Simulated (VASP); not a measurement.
# PtSe2 (C2/m) in VASP: further runs

Runs on PtSe2. Level: PBE+D3(BJ). Tasks: single point.

Everything below comes from runs of VASP 6.6.1. Logs are shortened: lines on timing, memory, paths and dates and some standing lists are left out, and cuts for length are marked.

**1. The cell of the first run**

It takes space group C2/m (No. 12, monoclinic). Conventional cell: a = 6.450 Å, b = 3.724 Å, c = 5.062 Å, α = 90.00°, β = 90.00°, γ = 90.00°. Pt (site symmetry 2/m) has 6 Se at 2.45 to 2.59 Å within 3.2 Å. Within 3.2 Å of Se (site symmetry m) lie 3 Pt at 2.45 to 2.59 Å and 2 Se at 3.19 Å.

**2. Single point, PBE+D3(BJ) (mode 4 (178.8 1/cm) frozen in, largest displacement +0.105 Å)**

INCAR reads:

```
SYSTEM = PtSe2
ALGO = Normal
EDIFF = 1E-6
ENCUT = 520
GGA = PE
ISIF = 2
ISMEAR = 0
IVDW = 12
LASPH = .True.
LCHARG = .False.
LREAL = .False.
LWAVE = .False.
NBANDS = 18
NELM = 100
PREC = Accurate
SIGMA = 0.15
```

KPOINTS reads:

```
k-points
0
Gamma
  12 12 10
  0 0 0
```

POSCAR reads:

```
PtSe2
1.0
    3.7240006046      0.0000000000      0.0000000000
   -1.8620003023      3.2250791273      0.0000000000
    0.0000000000      0.0000000000      5.0620000000
Pt Se
1 2
Direct
    0.0000000000      0.0000000000      0.0000000000
    0.3496120037      0.6992240074      0.2500000000
    0.6503879963      0.3007759926      0.7500000000
```

Potentials or basis: VASP PAW PBE potentials, release 64 (Pt, Se).

On the command line:

```bash
$ cat potpaw_PBE.64/Pt/POTCAR potpaw_PBE.64/Se/POTCAR > POTCAR
$ mpirun -np 1 vasp_std > vasp.out
```

OUTCAR:

```text
SYSTEM = PtSe2
   EDIFF = 1E-6
   ENCUT = 520
   GGA = PE
   ISIF = 2
   ISMEAR = 0
   IVDW = 12
   LASPH = .True.
   LREAL = .False.
   NELM = 100
   PREC = Accurate
 IVDW          = 12

 ion  position               nearest neighbor table
   1  0.000  0.000  0.000-   3 2.45   2 2.45   3 2.45   2 2.45   3 2.59   2 2.59
   2  0.350  0.699  0.250-   1 2.45   1 2.45   1 2.59
   3  0.650  0.301  0.750-   1 2.45   1 2.45   1 2.59

  LATTYP: Found a hexagonal cell.
 ALAT       =     3.7240006046
 C/A-ratio  =     1.3592908642

  Lattice vectors:

 A1 = (   3.7240006046,   0.0000000000,   0.0000000000)
 A2 = (  -1.8620003023,   3.2250791273,   0.0000000000)
 A3 = (   0.0000000000,   0.0000000000,   5.0620000000)

Analysis of symmetry for initial positions (statically):
=====================================================================
 Subroutine PRICEL returns:
 Original cell was already a primitive cell.

 Routine SETGRP: Setting up the symmetry group for a
 hexagonal supercell.

 Subroutine GETGRP returns: Found  4 space group operations
 (whereof  4 operations were pure point group operations)
 out of a pool of 24 trial point group operations.

The static configuration has the point symmetry C_2h.

Analysis of symmetry for dynamics (positions and initial velocities):
=====================================================================
 Subroutine PRICEL returns:
 Original cell was already a primitive cell.

 Routine SETGRP: Setting up the symmetry group for a
 hexagonal supercell.

 Subroutine GETGRP returns: Found  4 space group operations
 (whereof  4 operations were pure point group operations)
 out of a pool of 24 trial point group operations.

The dynamic configuration has the point symmetry C_2h.

 Subroutine INISYM returns: Found  4 space group operations
 (whereof  4 operations are pure point group operations),
 and found     1 'primitive' translations

----------------------------------------------------------------------------------------

                                     Primitive cell

  volume of cell :      60.7956

  direct lattice vectors                    reciprocal lattice vectors
     3.724000605  0.000000000  0.000000000     0.268528420  0.155034956  0.000000000
    -1.862000302  3.225079127  0.000000000     0.000000000  0.310069912  0.000000000
     0.000000000  0.000000000  5.062000000     0.000000000  0.000000000  0.197550375

  length of vectors
     3.724000605  3.724000605  5.062000000     0.310069912  0.310069912  0.197550375

  position of ions in fractional coordinates (direct lattice)
     0.000000000  0.000000000  0.000000000
     0.349612004  0.699224007  0.250000000
     0.650387996  0.300775993  0.750000000

  ion indices of the primitive-cell ions
   primitive index   ion index
                 1           1
                 2           2
                 3           3

----------------------------------------------------------------------------------------

 KPOINTS: k-points

Automatic generation of k-mesh.
 Grid dimensions read from file:
 generate k-points for:   12   12   10

 Generating k-lattice:

  Cartesian coordinates                     Fractional coordinates (reciprocal lattice)
     0.022377368  0.012919580  0.000000000     0.083333333  0.000000000  0.000000000
     0.000000000  0.025839159  0.000000000     0.000000000  0.083333333  0.000000000
     0.000000000  0.000000000  0.019755038     0.000000000  0.000000000  0.100000000

  Length of vectors
     0.025839159  0.025839159  0.019755038

  Shift w.r.t. Gamma in fractional coordinates (k-lattice)
     0.000000000  0.000000000  0.000000000

 Subroutine IBZKPT returns following result:
 ===========================================

 Found    398 irreducible k-points:

 Following reciprocal coordinates:
            Coordinates               Weight
  0.000000  0.000000  0.000000      1.000000
  0.083333  0.000000  0.000000      4.000000
  0.000000  0.083333  0.000000      2.000000
  0.166667 -0.000000  0.000000      4.000000
  0.000000  0.166667  0.000000      2.000000
  0.250000  0.000000  0.000000      4.000000
[... 16 lines left out ...]
 -0.083333  0.416667  0.000000      4.000000
 -0.416667  0.333333  0.000000      4.000000
 [... further k-points ...]
   k-points           NKPTS =    398   k-points in BZ     NKDIM =    398   number of bands    NBANDS=     18
   number of dos      NEDOS =    301   number of ions     NIONS =      3
   total plane-waves  NPLWV =  31360
   dimension x,y,z NGX =    28 NGY =   28 NGZ =   40
   dimension x,y,z NGXF=    56 NGYF=   56 NGZF=   80
   ions per type =               1   2
   NGX,Y,Z   is equivalent  to a cutoff of  12.50, 12.50, 13.14 a.u.
   NGXF,Y,Z  is equivalent  to a cutoff of  25.00, 25.00, 26.27 a.u.
 SYSTEM =  PtSe2
   PREC   = accura    normal or accurate (medium, high low for compatibility)
   ISTART =      0    job   : 0-new  1-cont  2-samecut
   ICHARG =      2    charge: 1-file 2-atom 10-const
   ISPIN  =      1    spin polarized calculation?
   LNONCOLLINEAR =      F non collinear calculations
   LSORBIT =      F    spin-orbit coupling
   LASPH  =      T    aspherical Exc in radial PAW
   ENCUT  =  520.0 eV  38.22 Ry    6.18 a.u.   6.92  6.92  9.41*2*pi/ulx,y,z
   NELM   =    100;   NELMIN=  2; NELMDL= -5     # of ELM steps
   EDIFF  = 0.1E-05   stopping-criterion for ELM
   LREAL  =      F    real-space projection
   EDIFFG = 0.1E-04   stopping-criterion for IOM
   NSW    =      0    number of steps for IOM
   IBRION =     -1    ionic relax: 0-MD 1-quasi-New 2-CG
   NFREE  =      0    steps in history (QN), initial steepest desc. (CG)
   ISIF   =      2    stress and relaxation
   ISYM   =      2    0-nonsym 1-usesym 2-fastsym
   POTIM  = 0.5000    time-step for ionic-motion
   TEBEG  =    0.0;   TEEND  =   0.0 temperature during run
   PSTRESS=    0.0 pullay stress
   NELECT =      22.0000    total number of electrons
   NUPDOWN=      -1.0000    fix difference up-down
   EMIN   =  10.00;   EMAX   =-10.00  energy-range for DOS
   EFERMI =   0.00;   METHOD = LEGACY
   ISMEAR =     0;   SIGMA  =   0.15  broadening in eV -4-tet -1-fermi 0-gaus
   EFERMI_NEDOS =   21; number of points for ismear=-14 and -15
   IALGO  =     38    algorithm
   IMIX   =      4    mixing-type and parameters
     AMIX     =   0.40;   BMIX     =  1.00
     AMIX_MAG =   1.60;   BMIX_MAG =  1.00
  volume/ion in A,a.u.               =      20.27       136.76
  Fermi-wavevector in a.u.,A,eV,Ry     =   1.166608  2.204570 18.517180  1.360974
  Thomas-Fermi vector in A             =   2.303119
   LORBIT       =      0    0 simple, 1 ext, 2 COOP (PROOUT), +10 PAW based schemes
   GGA     = PE    functional components
   LHFCALC =     F    Hartree Fock is set to
   AEXX    =    0.0000 exact exchange contribution
   IVDW    =    12    specifies the selected vdW correction
   LEPSILON=     F    determine dielectric tensor
   LRPA    =     F    only Hartree local field effects (RPA)
 non-spin polarized calculation
 Gauss-broadening in eV      SIGMA  =   0.15
  energy-cutoff  :      520.00
  volume of cell :       60.80
 maximum number of plane-waves:      1654
   NGX = 13   NGY = 13   NGZ = 19

 number of electron      21.9999999 magnetization

 Free energy of the ion-electron system (eV)
  ---------------------------------------------------
  ext. energy  EPLUGINS =         0.00000000
  ---------------------------------------------------
  free energy    TOTEN  =       -14.09632137 eV

  energy without entropy =      -14.08856740  energy(sigma->0) =      -14.09244438

 E-fermi :   6.5250     XC(G=0): -10.6301

 val. band max:        6.5219409799   @ k =   0.0000   0.2500   0.2000
 cond. band min:       6.5308300458   @ k =   0.2500  -0.1667   0.1000
 fundamental gap:      0.0088890659
 Fermi energy:         6.5250475674

 k-point     1 :       0.0000    0.0000    0.0000
  band No.  band energies     occupation
      1      -9.2144      2.00000
      2      -6.3575      2.00000
      3      -0.7234      2.00000
      4      -0.0772      2.00000
      5       0.1835      2.00000
      6       2.4557      2.00000
[... 10 lines left out ...]
     17      14.2340      0.00000
     18      18.1344      0.00000

 k-point     2 :       0.0833    0.0000    0.0000
  band No.  band energies     occupation
      1      -9.1350      2.00000
      2      -6.3950      2.00000
      3      -0.6266      2.00000
      4      -0.0068      2.00000
      5       0.2328      2.00000
      6       2.3548      2.00000
[... 10 lines left out ...]
     17      14.1201      0.00000
     18      16.7518      0.00000

 k-point     3 :       0.0000    0.0833    0.0000
  band No.  band energies     occupation
      1      -9.1394      2.00000
      2      -6.3883      2.00000
      3      -0.6435      2.00000
      4      -0.0383      2.00000
      5       0.2280      2.00000
      6       2.4162      2.00000
[... 10 lines left out ...]
     17      14.4720      0.00000
     18      17.4347      0.00000

 k-point     4 :       0.1667   -0.0000    0.0000
  band No.  band energies     occupation
      1      -8.9051      2.00000
      2      -6.4980      2.00000
      3      -0.3466      2.00000
      4       0.1969      2.00000
      5       0.3661      2.00000
      6       1.9394      2.00000
[... 375 lines left out ...]
      4       0.6287      2.00000
      5       1.0839      2.00000
      6       1.2424      2.00000
[... 10 lines left out ...]
     17      14.8347      0.00000
     18      15.7682      0.00000

 k-point    23 :      -0.0833    0.4167    0.0000
  band No.  band energies     occupation
      1      -7.9337      2.00000
      2      -6.8810      2.00000
      3      -0.0979      2.00000
      4       0.3044      2.00000
      5       0.8516      2.00000
      6       1.4777      2.00000
[... 10 lines left out ...]
     17      15.3040      0.00000
     18      15.6622      0.00000

 k-point    24 :      -0.4167    0.3333    0.0000
  band No.  band energies     occupation
      1      -7.8685      2.00000
      2      -6.9038      2.00000
      3      -0.4072      2.00000
      4       0.7035      2.00000
      5       1.1253      2.00000
      6       1.4029      2.00000
[... 10 lines left out ...]
     17      14.8527      0.00000
     18      15.6753      0.00000

 [... further k-points ...]

------------------------ aborting loop because EDIFF is reached ----------------------------------------

 Edisp (eV)   -1.43096

 E8    (eV) :    -0.6140

  FORCE on cell =-STRESS in cart. coord.  units (eV):
  Direction    XX          YY          ZZ          XY          YZ          ZX
  --------------------------------------------------------------------------------------
  -------------------------------------------------------------------------------------
  Total       2.96414     0.85434     1.12172     0.00000    -1.89453     0.00000
  in kB      78.11552    22.51475    29.56116     0.00000   -49.92760     0.00000
  external pressure =       43.40 kB  Pullay stress =        0.00 kB

 VOLUME and BASIS-vectors are now :
 -----------------------------------------------------------------------------
  energy-cutoff  :      520.00
  volume of cell :       60.80
      direct lattice vectors                 reciprocal lattice vectors
     3.724000605  0.000000000  0.000000000     0.268528420  0.155034956  0.000000000
    -1.862000302  3.225079127  0.000000000     0.000000000  0.310069912  0.000000000
     0.000000000  0.000000000  5.062000000     0.000000000  0.000000000  0.197550375

 POSITION                                       TOTAL-FORCE (eV/Angst)
 -----------------------------------------------------------------------------------
      0.00000      0.00000      0.00000        -0.000000      0.000000      0.000000
      0.00000      2.25505      1.26550         0.000000     -0.838149      0.776375
      1.86200      0.97003      3.79650         0.000000      0.838149     -0.776375
 -----------------------------------------------------------------------------------
    total drift:                                0.000000      0.000000      0.000000

  FREE ENERGIE OF THE ION-ELECTRON SYSTEM (eV)
  ---------------------------------------------------
  free  energy   TOTEN  =       -15.5272831723 eV

  energy  without entropy=      -15.5195292031  energy(sigma->0) =      -15.52340619
```

It took 8.1 min on 1 thread of Intel Xeon 6975P-C, shared host; peak memory 0.54 GiB.

Results:

* Free energy: -15.5273 eV
* Pressure: 4.3 GPa
* Largest force: 1.142 eV/Å
* Band gap on the k mesh: zero (band 11 reaches 6.96 eV, above the bottom of band 12 at 6.39 eV)
* Dispersion energy per atom: -0.477 eV

Forces on the atoms (eV/Å):
```
Pt   0.000  0.000  0.000
Se   0.000 -0.838  0.776
Se   0.000  0.838 -0.776
```

Caveat: the cell differs from its parent crystal (mode 4 (178.8 1/cm) frozen in, largest displacement +0.105 Å); spin-orbit coupling is left out, which moves the levels of the heavy elements; pairwise dispersion overbinds metals, which lowers pressure and volume; forces of over 1 eV/Å act on the atoms, so gaps and moduli don't describe the material at rest.

**3. Single point, PBE+D3(BJ) (mode 4 (178.8 1/cm) frozen in, largest displacement +0.120 Å)**

INCAR reads:

```
PREC = Accurate ; ENCUT = 520
EDIFF = 1E-6 ; ISMEAR = 0
SIGMA = 0.15 ; LREAL = False
LASPH = True ; NELM = 60
ALGO = Normal ; ISIF = 2
LWAVE = False ; LCHARG = False
GGA = PE ; IVDW = 12
NBANDS = 18
```

KPOINTS reads:

```
regular mesh
0
Gamma
  12 12 10
```

POSCAR reads:

```
PtSe2
1.0
    3.7240006046      0.0000000000      0.0000000000
   -1.8620003023      3.2250791273      0.0000000000
    0.0000000000      0.0000000000      5.0620000000
Pt Se
1 2
Direct
    0.0000000000      0.0000000000      0.0000000000
    0.3519375280      0.7038750561      0.2500000000
    0.6480624720      0.2961249439      0.7500000000
```

Potentials or basis: VASP PAW PBE potentials, release 64 (Pt, Se).

On the command line:

```bash
$ cat potpaw_PBE.64/Pt/POTCAR potpaw_PBE.64/Se/POTCAR > POTCAR
$ mpirun -np 1 vasp_std > vasp.out
```

OUTCAR:

```text
PREC = Accurate
   ENCUT = 520
   EDIFF = 1E-6
   ISMEAR = 0
   LREAL = False
   LASPH = True
   NELM = 60
   ISIF = 2
   GGA = PE
   IVDW = 12
 IVDW          = 12

 ion  position               nearest neighbor table
   1  0.000  0.000  0.000-   2 2.45   3 2.45   3 2.45   2 2.45   3 2.60   2 2.60
   2  0.352  0.704  0.250-   1 2.45   1 2.45   1 2.60
   3  0.648  0.296  0.750-   1 2.45   1 2.45   1 2.60

  LATTYP: Found a hexagonal cell.
 ALAT       =     3.7240006046
 C/A-ratio  =     1.3592908642

  Lattice vectors:

 A1 = (   3.7240006046,   0.0000000000,   0.0000000000)
 A2 = (  -1.8620003023,   3.2250791273,   0.0000000000)
 A3 = (   0.0000000000,   0.0000000000,   5.0620000000)

Analysis of symmetry for initial positions (statically):
=====================================================================
 Subroutine PRICEL returns:
 Original cell was already a primitive cell.

 Routine SETGRP: Setting up the symmetry group for a
 hexagonal supercell.

 Subroutine GETGRP returns: Found  4 space group operations
 (whereof  4 operations were pure point group operations)
 out of a pool of 24 trial point group operations.

[... 165 lines left out ...]

 val. band max:        6.5092573206   @ k =   0.0000   0.0833   0.2000
 cond. band min:       6.5201271287   @ k =   0.0000  -0.0833   0.2000
 fundamental gap:      0.0108698081
 Fermi energy:         6.5200414027

 k-point     1 :       0.0000    0.0000    0.0000
  band No.  band energies     occupation
      1      -9.2250      2.00000
      2      -6.3577      2.00000
      3      -0.7406      2.00000
      4      -0.0955      2.00000
      5       0.2082      2.00000
      6       2.4497      2.00000
[... 481 lines left out ...]
      5       1.1357      2.00000
      6       1.4025      2.00000
[... 10 lines left out ...]
     17      14.8477      0.00000
     18      15.6844      0.00000

 [... further k-points ...]

------------------------ aborting loop because EDIFF is reached ----------------------------------------

 Edisp (eV)   -1.43096

 E8    (eV) :    -0.6141

  FORCE on cell =-STRESS in cart. coord.  units (eV):
  Direction    XX          YY          ZZ          XY          YZ          ZX
  --------------------------------------------------------------------------------------
  -------------------------------------------------------------------------------------
  Total       3.18710     0.82481     1.21859     0.00000    -2.11562     0.00000
  in kB      83.99122    21.73661    32.11413     0.00000   -55.75405     0.00000
  external pressure =       45.95 kB  Pullay stress =        0.00 kB

 VOLUME and BASIS-vectors are now :
 -----------------------------------------------------------------------------
  energy-cutoff  :      520.00
  volume of cell :       60.80
      direct lattice vectors                 reciprocal lattice vectors
     3.724000605  0.000000000  0.000000000     0.268528420  0.155034956  0.000000000
    -1.862000302  3.225079127  0.000000000     0.000000000  0.310069912  0.000000000
     0.000000000  0.000000000  5.062000000     0.000000000  0.000000000  0.197550375

 POSITION                                       TOTAL-FORCE (eV/Angst)
 -----------------------------------------------------------------------------------
      0.00000      0.00000      0.00000         0.000000      0.000000      0.000000
     -0.00000      2.27005      1.26550        -0.000000     -0.934021      0.830314
      1.86200      0.95503      3.79650         0.000000      0.934021     -0.830314
 -----------------------------------------------------------------------------------
    total drift:                               -0.000000     -0.000000     -0.000000

  FREE ENERGIE OF THE ION-ELECTRON SYSTEM (eV)
  ---------------------------------------------------
  free  energy   TOTEN  =       -15.5006865750 eV

  energy  without entropy=      -15.4925215183  energy(sigma->0) =      -15.49660405
```

OSZICAR:

```text
N       E                     dE             d eps       ncg     rms          rms(c)
DAV:   1     0.110914077226E+03    0.11091E+03   -0.10074E+04 14488   0.108E+03
DAV:   2    -0.972074346495E+01   -0.12063E+03   -0.11672E+03 17558   0.212E+02
DAV:   3    -0.147983810000E+02   -0.50776E+01   -0.50347E+01 17364   0.433E+01
DAV:   4    -0.148374976162E+02   -0.39117E-01   -0.39096E-01 18024   0.414E+00
DAV:   5    -0.148378993679E+02   -0.40175E-03   -0.40174E-03 17312   0.407E-01    0.133E+01
DAV:   6    -0.142864340421E+02    0.55147E+00   -0.41064E+00 14832   0.185E+01    0.820E+00
DAV:   7    -0.140898814222E+02    0.19655E+00   -0.81191E-01 14672   0.884E+00    0.414E+00
DAV:   8    -0.140717326646E+02    0.18149E-01   -0.46875E-02 15834   0.160E+00    0.803E-01
DAV:   9    -0.140695216970E+02    0.22110E-02   -0.71244E-03 16106   0.807E-01    0.165E-01
DAV:  10    -0.140697159120E+02   -0.19422E-03   -0.10508E-03 16950   0.209E-01    0.454E-02
DAV:  11    -0.140697205157E+02   -0.46037E-05   -0.46324E-05 18388   0.607E-02    0.254E-02
DAV:  12    -0.140697216622E+02   -0.11465E-05   -0.10177E-05 15562   0.232E-02    0.269E-03
DAV:  13    -0.140697220684E+02   -0.40624E-06   -0.76626E-07 11868   0.575E-03
   1 F= -.15500687E+02 E0= -.15496604E+02  d E =-.816506E-02
```

Wall time 9.7 min (1 thread of AMD EPYC 7R43 (Zen 3), shared host); peak memory 0.49 GiB.

What came out:

- Free energy: -15.5007 eV
- Pressure: 4.6 GPa
- Largest force: 1.250 eV/Å
- Band gap on the k mesh: zero (band 11 reaches 6.97 eV, above the bottom of band 12 at 6.35 eV)
- Dispersion energy per atom: -0.477 eV

Forces in eV/Å, atoms in the order of the input:
```
Pt   0.000  0.000  0.000
Se   0.000 -0.934  0.830
Se   0.000  0.934 -0.830
```

Stress tensor (GPa, compression positive):
```
 8.40  0.00  0.00
 0.00  2.17 -5.58
 0.00 -5.58  3.21
```

Caveat: the cell differs from its parent crystal (mode 4 (178.8 1/cm) frozen in, largest displacement +0.120 Å); spin-orbit coupling is left out, which moves the levels of the heavy elements; pairwise dispersion overbinds metals, which lowers pressure and volume; forces of over 1 eV/Å act on the atoms, so gaps and moduli don't describe the material at rest.
